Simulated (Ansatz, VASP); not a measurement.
BiTe: VASP beside Ansatz

```
Bi Te
1.0
     0.00000    3.24511    3.24511
     3.24511    0.00000    3.24511
     3.24511    3.24511    0.00000
Bi Te
1 1
Direct
  0.00000 0.00000 0.00000
  0.50000 0.50000 0.50000
```

Change from the starting cell: strain +0.015 along x and y, +0.015 along z, atoms carried along.

Alike in both runs: task single point; functional PBEsol; k mesh 16 × 16 × 16; occupations gaussian, width 0.15 eV; no spin polarisation.

|  | VASP | Ansatz |
| --- | --- | --- |
| version | VASP 6.6.1 | Ansatz 0.2.0 |
| potentials or method | VASP PAW PBE potentials, release 64 (Bi_d, Te), cutoff 500 eV | scalar-relativistic, plane waves, PAW |
| valence electrons in the cell | 21 | 31 |

```tsv
	VASP	Ansatz	Ansatz less VASP
gap on the k mesh at the Fermi level (eV)	none	none	-
pressure (GPa)	-2.1	-2.1	+0.02
```

VASP's potentials were made for PBE, not for PBEsol. A gap of «none» marks a metal or a gap that the smearing closes. VASP's potentials hold 21 valence electrons a cell and Ansatz's 31, so a difference there can come from the potentials and not from the codes.

Spin-orbit coupling is off throughout.
